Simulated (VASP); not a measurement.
Mg5Se, 6 atoms in the cell. It takes space group F-43m (No. 216, cubic). The conventional cell has a = 8.241 Å, b = 8.241 Å, c = 8.241 Å, α = 90.00°, β = 90.00°, γ = 90.00°. Within 3.8 Å of Mg (site symmetry 3m) lie 9 Mg at 2.91 to 3.42 Å and 3 Se at 3.42 Å. Within 4.5 Å of Mg (site symmetry -43m) lie 12 Mg at 3.42 Å and 4 Se at 3.57 Å. Within 4.5 Å of Se (site symmetry -43m) lie 16 Mg at 3.42 to 3.57 Å. The cell was built from a structure type or drawn by symmetry, and may not be a known phase.

```yaml
Program: VASP 6.6.1
Task: single point
Functional: PBE
Potentials_or_basis: VASP PAW PBE potentials, release 64 (Mg, Se)
Cutoff: 520 eV
k_mesh: 4 × 4 × 4
Occupations: gaussian, width 0.1 eV
Spin: no spin polarisation
Dipole_correction: no
Further_INCAR_settings: ALGO = Normal; EDIFF = 1e-06; NBANDS = 17
```

Potentials or basis: VASP PAW PBE potentials, release 64 (Mg, Se).

Command:

```console
$ cat potpaw_PBE.64/Mg/POTCAR potpaw_PBE.64/Se/POTCAR > POTCAR
$ mpirun -np 1 vasp_std > vasp.out
```

Hardware: 1 thread of Intel Xeon 8259CL (shared host).

Problem. Estimate the wall time of this run.

Solution. Run time: 45 s on 1 thread of Intel Xeon 8259CL, with other jobs on the host, peak memory 0.32 GiB. Counts: scf iterations 13, k points 8.
